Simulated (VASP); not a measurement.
## Cu: single point with revPBE

Crystal: Cu.

```
Cu
1.0
     0.00000    2.63479    2.63479
     2.63479    0.00000    2.63479
     2.63479    2.63479    0.00000
Cu
2
Cartesian
  0.6587 0.6587 0.6587
  4.6109 4.6109 4.6109
```

This cell differs from its parent crystal: volume scaled by 0.92.

```yaml
Program: VASP 6.6.1
Task: single point
Functional: revPBE
Potentials_or_basis: VASP PAW PBE potentials, release 64 (Cu)
Cutoff: 520 eV
k_mesh: 11 × 11 × 11
Occupations: fermi-dirac, width 0.1 eV
Spin: no spin polarisation
```

| Quantity | Value |
| --- | --- |
| Pressure | 4.9 GPa |
| Band gap on the k mesh | zero (band 11 reaches 3.68 eV, above the bottom of band 12 at 2.95 eV) |

Levels at points of the mesh, in eV from the Fermi level:
```tsv
k point	band 7	band 8	band 9	band 10	band 11	band 12	band 13	band 14	band 15	band 16
(0.00, 0.00, 0.00)	-1.95	-1.95	-1.95	-1.27	-1.27	10.07	10.07	10.07	10.92	10.92
```

Run time: 13 s on 1 thread of Intel(R) Xeon(R) 6975P-C (Granite Rapids), with other jobs on the host, peak memory 0.17 GiB.

Caveat: the PAW data sets were made with another functional, which shifts forces and pressure a little.
